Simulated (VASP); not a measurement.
Wanted: the native input for a VASP 6.6.1 run.

* Task: relaxation of cell and atoms
* Functional: PBE
* Potentials or basis: VASP PAW PBE potentials, release 64 (Li_sv, Al, B)
* Cutoff: 600 eV
* k mesh: 6 × 6 × 2
* Occupations: gaussian, width 0.1 eV
* Spin: no spin polarisation
* Dipole correction: no
* Further INCAR settings: ALGO = Normal; EDIFF = 1e-06; IBRION = 2; EDIFFG = -0.04; NSW = 90; ISIF = 3

The structure of LiAl2B2 lies in POSCAR:

```
LiAl2B2
1.0
    2.4921876900      0.0000000000      0.0000000000
   -1.2460938500      2.1582978500      0.0000000000
    0.0000000000      0.0000000000      8.3589332800
Li Al B
1 2 2
Direct
    0.0000000000      0.0000000000      0.0000000000
    0.0000000000      0.0000000000      0.5242700400
    0.3333333300      0.6666666700      0.7484480600
    0.3333333300      0.6666666700      0.1954892000
    0.6666666700      0.3333333300      0.3594698400
```

One way to write it, as run:

INCAR

```
SYSTEM = LiAl2B2
PREC = Accurate ; ENCUT = 600
EDIFF = 1E-6 ; ISMEAR = 0
SIGMA = 0.1 ; LREAL = .FALSE.
LASPH = .TRUE. ; NELM = 80
ALGO = Normal ; ISIF = 3
LWAVE = .FALSE. ; LCHARG = .FALSE.
GGA = PE ; IBRION = 2
NSW = 90 ; EDIFFG = -0.04
```

KPOINTS

```
regular mesh
0
G
  6 6 2
  0 0 0
```

Potentials or basis: VASP PAW PBE potentials, release 64 (Li_sv, Al, B).

Launch:

```console
$ cat potpaw_PBE.64/Li_sv/POTCAR potpaw_PBE.64/Al/POTCAR potpaw_PBE.64/B/POTCAR > POTCAR
$ mpirun -np 1 vasp_std > vasp.out
```

It gave:

- Relaxed volume: 12.04 Å³/atom
- Relaxed cell: a = 2.994 Å, b = 2.994 Å, c = 7.754 Å, α = 90.00°, β = 90.00°, γ = 120.00°
- Space group after relaxing (to 0.05 Å): P3m1 (No. 156)
- Energy gained by relaxing: 1259.5 meV/atom
- Ionic steps: 25
- Pressure after relaxing: 0.0 GPa
- Largest force after relaxing: 0.026 eV/Å

Caveat: the k points lie up to 0.41 Å⁻¹ apart in the final cell; the cutoff is under 1.25 times the usual one of these potentials, so pressure, stress and relaxed cells hold a basis-set (Pulay) error; the volume moved by over 15 % at a fixed basis, so the end points are rough.

Wall time 6.9 min on 1 thread of AMD EPYC 7R13, with other jobs on the host, peak memory 0.14 GiB.
